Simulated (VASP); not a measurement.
# PrV (Pm-3m) in VASP: single point with PBE

Aim: the single point of PrV with PBE.

Program: VASP 6.6.1. These are calculated values, not measurements. Logs are shortened: lines on timing, memory, paths and dates and some standing lists are left out, and cuts for length are marked.

## Step 1: The cell of the first run

Symmetry: Pm-3m, No. 221, cubic system. Conventional cell: a = 3.662 Å, b = 3.662 Å, c = 3.662 Å, α = 90.00°, β = 90.00°, γ = 90.00°. V (site symmetry m-3m) has 8 Pr at 3.17 Å and 6 V at 3.66 Å within 4.2 Å. Within 4.2 Å of Pr (site symmetry m-3m) lie 8 V at 3.17 Å and 6 Pr at 3.66 Å.

## Step 2: Single point, PBE, collinear spin, antiferromagnetic start

POSCAR

```
PrV
1.0
    3.6621392000      0.0000000000      0.0000000000
    0.0000000000      3.6621392000      0.0000000000
    0.0000000000      0.0000000000      3.6621392000
V Pr
1 1
Direct
    0.5000000000      0.5000000000      0.5000000000
    0.0000000000      0.0000000000      0.0000000000
```

INCAR.step1

```
SYSTEM = PrV
  ALGO = Normal
  EDIFF = 1E-7
  ENCUT = 520
  GGA = PE
  ISIF = 2
  ISMEAR = -1
  ISPIN = 2
  ISYM = 0
  LASPH = .TRUE.
  LCHARG = .TRUE.
  LMAXMIX = 6
  LREAL = .FALSE.
  LWAVE = .FALSE.
  MAGMOM = 2 -2
  NBANDS = 24
  NELM = 150
  PREC = Accurate
  SIGMA = 0.1
```

KPOINTS.step1

```
k-points
0
G
  7 7 7
  0 0 0
```

INCAR.step2

```
SYSTEM = PrV
  ALGO = Normal
  EDIFF = 1E-7
  ENCUT = 520
  GGA = PE
  ICHARG = 11
  ISIF = 2
  ISMEAR = -5
  ISPIN = 2
  ISYM = 0
  LASPH = .TRUE.
  LCHARG = .FALSE.
  LMAXMIX = 6
  LORBIT = 11
  LREAL = .FALSE.
  LWAVE = .FALSE.
  MAGMOM = 2 -2
  NEDOS = 2001
  NELM = 150
  PREC = Accurate
  SIGMA = 0.1
```

KPOINTS.step2

```
k-points
0
G
  11 11 11
  0 0 0
```

Potentials or basis: VASP PAW PBE potentials, release 64 (V_sv, Pr).

The run is started by

```
> cat potpaw_PBE.64/V_sv/POTCAR potpaw_PBE.64/Pr/POTCAR > POTCAR
> cp INCAR.step1 INCAR
> cp KPOINTS.step1 KPOINTS
> mpirun -np 1 vasp_std > vasp.out
> cp INCAR.step2 INCAR
> cp KPOINTS.step2 KPOINTS
> mpirun -np 1 vasp_std > vasp.out
```

OUTCAR:

```text
SYSTEM = PrV
   EDIFF = 1E-7
   ENCUT = 520
   GGA = PE
   ICHARG = 11
   ISIF = 2
   ISMEAR = -5
   ISPIN = 2
   ISYM = 0
   LASPH = .TRUE.
   LORBIT = 11
   LREAL = .FALSE.
   NELM = 150
   PREC = Accurate

 ion  position               nearest neighbor table
   1  0.500  0.500  0.500-   2 3.17   2 3.17   2 3.17   2 3.17   2 3.17   2 3.17   2 3.17   2 3.17

   2  0.000  0.000  0.000-   1 3.17   1 3.17   1 3.17   1 3.17   1 3.17   1 3.17   1 3.17   1 3.17

IMPORTANT INFORMATION: All symmetrisations will be switched off!
NOSYMM: (Re-)initialisation of all symmetry stuff for point group C_1.

----------------------------------------------------------------------------------------

                                     Primitive cell

  volume of cell :      49.1139

  direct lattice vectors                    reciprocal lattice vectors
     3.662139200  0.000000000  0.000000000     0.273064443  0.000000000  0.000000000
     0.000000000  3.662139200  0.000000000     0.000000000  0.273064443  0.000000000
     0.000000000  0.000000000  3.662139200     0.000000000  0.000000000  0.273064443

  length of vectors
     3.662139200  3.662139200  3.662139200     0.273064443  0.273064443  0.273064443

  position of ions in fractional coordinates (direct lattice)
     0.500000000  0.500000000  0.500000000
     0.000000000  0.000000000  0.000000000

  ion indices of the primitive-cell ions
   primitive index   ion index
                 1           1
                 2           2

----------------------------------------------------------------------------------------

 KPOINTS: k-points

Automatic generation of k-mesh.
 Grid dimensions read from file:
 generate k-points for:   11   11   11

 Generating k-lattice:

  Cartesian coordinates                     Fractional coordinates (reciprocal lattice)
     0.024824040  0.000000000  0.000000000     0.090909091  0.000000000  0.000000000
     0.000000000  0.024824040  0.000000000     0.000000000  0.090909091  0.000000000
     0.000000000  0.000000000  0.024824040     0.000000000  0.000000000  0.090909091

  Length of vectors
     0.024824040  0.024824040  0.024824040

  Shift w.r.t. Gamma in fractional coordinates (k-lattice)
     0.000000000  0.000000000  0.000000000

 TETIRR: Found   3990 inequivalent tetrahedra from     7986

 Subroutine IBZKPT returns following result:
[... 71 lines left out ...]
  Fermi-wavevector in a.u.,A,eV,Ry     =   1.324335  2.502630 23.862747  1.753862
  Thomas-Fermi vector in A             =   2.453877
   LORBIT       =     11    0 simple, 1 ext, 2 COOP (PROOUT), +10 PAW based schemes
   GGA     = PE    functional components
   LHFCALC =     F    Hartree Fock is set to
   AEXX    =    0.0000 exact exchange contribution
   IVDW    =     0    specifies the selected vdW correction
   LEPSILON=     F    determine dielectric tensor
   LRPA    =     F    only Hartree local field effects (RPA)
 spin polarized calculation
 Fermi weights with tetrahedron method with Bloechl corrections
  energy-cutoff  :      520.00
  volume of cell :       49.11
 maximum number of plane-waves:      1357

 number of electron      26.0000013 magnetization       2.5629125

 Free energy of the ion-electron system (eV)
  ---------------------------------------------------
  ext. energy  EPLUGINS =         0.00000000
  ---------------------------------------------------
  free energy    TOTEN  =       -13.14544823 eV

  energy without entropy =      -13.14544823  energy(sigma->0) =      -13.14544823

 E-fermi :   6.8274     XC(G=0): -10.7738

 val. band max:        6.8520671842   @ k =  -0.3636   0.2727   0.3636
 cond. band min:       6.8195088335   @ k =   0.2727   0.2727   0.2727
 fundamental gap:     -0.0325583507
 Fermi energy:         6.8274293790

 spin component 1

 k-point     1 :       0.0000    0.0000    0.0000
  band No.  band energies     occupation
      1     -57.9467      1.00000
      2     -31.7979      1.00000
      3     -31.7979      1.00000
      4     -31.7979      1.00000
      5     -28.7574      1.00000
      6     -10.4881      1.00000
[... 459 lines left out ...]
      6     -10.7172      1.00000
[... 9 lines left out ...]
     16       6.9973      0.00000
     17       7.0124      0.00000

 [... further k-points ...]

 spin component 2

 k-point     1 :       0.0000    0.0000    0.0000
  band No.  band energies     occupation
      1     -55.9363      1.00000
      2     -29.8017      1.00000
      3     -29.8017      1.00000
      4     -29.8017      1.00000
      5     -28.7276      1.00000
      6     -10.4424      1.00000
[... 459 lines left out ...]
      6     -10.6683      1.00000
[... 9 lines left out ...]
     16       7.2385      0.00000
     17       7.2476      0.00000

 [... further k-points ...]

------------------------ aborting loop because EDIFF is reached ----------------------------------------

  FORCE on cell =-STRESS in cart. coord.  units (eV):
  Direction    XX          YY          ZZ          XY          YZ          ZX
  --------------------------------------------------------------------------------------
  -------------------------------------------------------------------------------------
  Total       -7.9275169     -7.9278394     -7.9247856     -0.0029566     -0.0015444     -0.0014448
  in kB     -258.6087507   -258.6192710   -258.5196506     -0.0964500     -0.0503799     -0.0471328
  external PRESSURE =    -258.5825574 kB  Pullay stress =       0.0000000 kB

 VOLUME and BASIS-vectors are now :
 -----------------------------------------------------------------------------
  energy-cutoff  :      520.00
  volume of cell :       49.11
      direct lattice vectors                 reciprocal lattice vectors
     3.662139200  0.000000000  0.000000000     0.273064443  0.000000000  0.000000000
     0.000000000  3.662139200  0.000000000     0.000000000  0.273064443  0.000000000
     0.000000000  0.000000000  3.662139200     0.000000000  0.000000000  0.273064443

 POSITION                                       TOTAL-FORCE (eV/Angst)
 -----------------------------------------------------------------------------------
      1.83107      1.83107      1.83107        -0.000000      0.000001      0.000004
      0.00000      0.00000      0.00000         0.000000     -0.000001     -0.000004
 -----------------------------------------------------------------------------------
    total drift:                               -0.000002      0.000004     -0.000010

  FREE ENERGIE OF THE ION-ELECTRON SYSTEM (eV)
  ---------------------------------------------------
  free  energy   TOTEN  =       -13.1454482322 eV

  energy  without entropy=      -13.1454482322  energy(sigma->0) =      -13.14544823

 total charge

# of ion       s       p       d       f       tot
--------------------------------------------------
    1        2.304   6.085   3.041   0.000  11.429
    2        1.986   5.284   0.662   1.890   9.822
--------------------------------------------------
tot          4.290  11.369   3.703   1.890  21.252

 magnetization (x)

# of ion       s       p       d       f       tot
--------------------------------------------------
    1        0.031   0.019   2.049   0.000   2.098
    2       -0.003   0.033   0.028  -0.231  -0.172
--------------------------------------------------
tot          0.027   0.052   2.077  -0.231   1.926
```

OSZICAR.step1:

```text
N       E                     dE             d eps       ncg     rms          rms(c)
DAV:   1     0.227702364947E+03    0.22770E+03   -0.13135E+04 21888   0.223E+03
DAV:   2     0.349121479483E+01   -0.22421E+03   -0.21192E+03 23936   0.404E+02
[... 25 lines left out ...]
DAV:  28    -0.133267765782E+02   -0.19735E-04   -0.23851E-05 25832   0.551E-02    0.792E-02
DAV:  29    -0.133267704382E+02    0.61400E-05   -0.21070E-05 25640   0.435E-02    0.365E-02
DAV:  30    -0.133267691529E+02    0.12853E-05   -0.47530E-06 27776   0.192E-02    0.134E-02
DAV:  31    -0.133267691687E+02   -0.15878E-07   -0.25623E-06 23208   0.143E-02    0.653E-03
DAV:  32    -0.133267692792E+02   -0.11045E-06   -0.80372E-08  8432   0.329E-03    0.228E-03
DAV:  33    -0.133267693396E+02   -0.60377E-07   -0.31288E-08  8416   0.305E-03
   1 F= -.13326769E+02 E0= -.13167596E+02  d E =-.318347E+00  mag=     2.5629
```

Wall time 36 min (1 thread of Intel Xeon Platinum 8488C (Sapphire Rapids), shared host); peak memory 1 GiB.

Results:

```
Net moment                                            : 2.56 μB per cell
Site moments                                          : V +2.10; Pr -0.17 μB
Valence electrons inside the program's atomic spheres : V 11.43; Pr 9.82
```

Caveat: the magnetic or orbital state may not be the lowest; spin-orbit coupling is left out, which moves the levels of the heavy elements; semilocal functionals describe open f shells poorly, which spoils levels, moments and volumes; tetrahedron occupations give inexact forces and stress in metals. The state reached can hang on the start; a lower one may exist.
